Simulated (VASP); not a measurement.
Here is a VASP 6.6.1 calculation.

The input POSCAR:

```
CdTe
1.0
    0.0000000000      3.2799551159      3.2799551159
    3.2799551159      0.0000000000      3.2799551159
    3.2799551159      3.2799551159      0.0000000000
Cd Te
1 1
Direct
    0.0000000000      0.0000000000      0.0000000000
    0.2500000000      0.2500000000      0.2500000000
```

Contents of INCAR.step1:

```
ALGO     = Normal         # electronic algorithm
EDIFF    = 1E-4           # SCF threshold, eV
ENCUT    = 520            # plane-wave cutoff, eV
GGA      = PE             # functional
ISMEAR   = 0              # smearing method
LASPH    = T              # aspherical terms in the spheres
LCHARG   = F              # write CHGCAR
LREAL    = F              # projectors in reciprocal space
LWAVE    = T              # write WAVECAR
NBANDS   = 16             # bands
NELM     = 100            # most SCF steps
PREC     = Accurate       # precision mode
SIGMA    = 0.01           # smearing width, eV
```

Contents of INCAR.step2:

```
ALGO     = Normal         # electronic algorithm
EDIFF    = 1E-6           # SCF threshold, eV
ENCUT    = 520            # plane-wave cutoff, eV
ISIF     = 2              # what is computed and relaxed
ISMEAR   = 0              # smearing method
ISTART   = 1            
LASPH    = T              # aspherical terms in the spheres
LCHARG   = F              # write CHGCAR
LMIXTAU  = T            
LREAL    = F              # projectors in reciprocal space
LWAVE    = F              # write WAVECAR
METAGGA  = R2SCAN         # meta-GGA
NBANDS   = 16             # bands
NELM     = 100            # most SCF steps
PREC     = Accurate       # precision mode
SIGMA    = 0.01           # smearing width, eV
```

Contents of KPOINTS:

```
k-points
0
Gamma
  6 6 6
```

Potentials or basis: VASP PAW PBE potentials, release 64 (Cd, Te).

The run is started by

```bash
$ cat potpaw_PBE.64/Cd/POTCAR potpaw_PBE.64/Te/POTCAR > POTCAR
$ cp INCAR.step1 INCAR
$ mpirun -np 1 vasp_std > vasp.out
$ cp INCAR.step2 INCAR
$ mpirun -np 1 vasp_std > vasp.out
```

Q: What does it give for the band gap on the k mesh?

A: 1.15 eV, direct.

Q: What does it give for the pressure?

A: 0.1 GPa.

Caveat: the PAW data sets were made with another functional, which shifts forces and pressure a little; spin-orbit coupling is left out, which moves the levels of the heavy elements. r2SCAN opens gaps a little over a GGA but as a rule still falls short of measured ones.
